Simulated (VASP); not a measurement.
A run of VASP 6.6.1 is set up as follows.

File INCAR:

```
PREC = Accurate
ENCUT = 520
EDIFF = 1E-7
ISMEAR = 0
SIGMA = 0.05
LREAL = False
LASPH = True
NELM = 80
ALGO = Normal
ISIF = 2
LWAVE = False
LCHARG = False
GGA = PS
IVDW = 12
NBANDS = 35
```

Contents of KPOINTS:

```
Automatic mesh
0
Gamma
  12 12 4
```

Contents of POSCAR:

```
WSe2
1.0
    3.1658466662      0.0000000000      0.0000000000
   -1.5829233331      2.7417036375      0.0000000000
    0.0000000000      0.0000000000     12.4145017028
W Se
2 4
Direct
    0.3333333333      0.6666666667      0.2500000000
    0.6666666667      0.3333333333      0.7500000000
    0.3333333333      0.6666666667      0.6145805872
    0.6666666667      0.3333333333      0.1145805872
    0.3333333333      0.6666666667      0.8854194128
    0.6666666667      0.3333333333      0.3854194128
```

Potentials or basis: VASP PAW PBE potentials, release 64 (W_sv, Se).

The run is started by

```sh
$ cat potpaw_PBE.64/W_sv/POTCAR potpaw_PBE.64/Se/POTCAR > POTCAR
$ mpirun -np 1 vasp_std > vasp.out
```

What does it give for the largest force?

0.552 eV/Å.

Estimate the pressure.

7.3 GPa.

Predict the band gap on the k mesh.

0.71 eV, indirect (least direct gap 1.57 eV).

Stress tensor (GPa, compression positive):
```
8.05 0.00 0.00
0.00 8.05 0.00
0.00 0.00 5.69
```

Caveat: the cell differs from its parent crystal (strain -0.0200 x Voigt [1, 1, 0, 0, 0, 0]); the PAW data sets were made with another functional, which shifts forces and pressure a little; spin-orbit coupling is left out, which moves the levels of the heavy elements. A k mesh can miss the band edges.
